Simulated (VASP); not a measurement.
**Li6I2NCl: single point with PBE**

Li6I2NCl:

```
CELL_PARAMETERS angstrom
0.00000 4.56103 4.56103
4.56103 0.00000 4.56103
4.56103 4.56103 0.00000
ATOMIC_POSITIONS crystal
Cl 0.00000 0.00000 0.00000
I 0.75000 0.75000 0.75000
I 0.25000 0.25000 0.25000
N 0.50000 0.50000 0.50000
Li 0.68340 0.31660 0.68340
Li 0.68340 0.31660 0.31660
Li 0.31660 0.68340 0.31660
Li 0.31660 0.68340 0.68340
Li 0.68340 0.68340 0.31660
Li 0.31660 0.31660 0.68340
```

```
Program                : VASP 6.6.1
Task                   : single point
Functional             : PBE
Potentials or basis    : VASP PAW PBE potentials, release 64 (Cl, I, N, Li_sv)
Cutoff                 : 520 eV
k mesh                 : 4 × 4 × 4
Occupations            : fermi-dirac, width 0.1 eV
Spin                   : no spin polarisation
Dipole correction      : no
Further INCAR settings : ALGO = Normal; EDIFF = 1e-06; NBANDS = 33
```

The largest force is 3.315 eV/Å and the band gap on the k mesh is 3.28 eV.

Forces on the atoms (eV/Å):
```
Cl   0.000  0.000  0.000
I    0.000  0.000  0.000
I    0.000  0.000  0.000
N    0.000  0.000  0.000
Li   0.000  3.315  0.000
Li  -3.315  0.000  0.000
Li   0.000 -3.315  0.000
Li   3.315  0.000  0.000
Li   0.000  0.000  3.315
Li   0.000  0.000 -3.315
```

Levels at points of the mesh, in eV from the valence-band top:
| k point | band 20 | band 21 | band 22 | band 23 | band 24 | band 25 |
| --- | --- | --- | --- | --- | --- | --- |
| (0.00, 0.00, 0.00) | 0.00 | 0.00 | 0.00 | 3.28 | 4.66 | 4.66 |
| (0.50, 0.00, 0.00) | -0.34 | -0.12 | -0.12 | 4.93 | 5.29 | 5.76 |
| (0.50, 0.50, 0.00) | -0.54 | -0.03 | -0.03 | 3.82 | 4.38 | 4.94 |

Run time: 75 s on 1 thread of Intel(R) Xeon(R) Platinum 8488C (Sapphire Rapids), with other jobs on the host, peak memory 0.35 GiB.

Caveat: spin-orbit coupling is left out, which moves the levels of the heavy elements; forces of over 1 eV/Å act on the atoms, so gaps and moduli don't describe the material at rest.
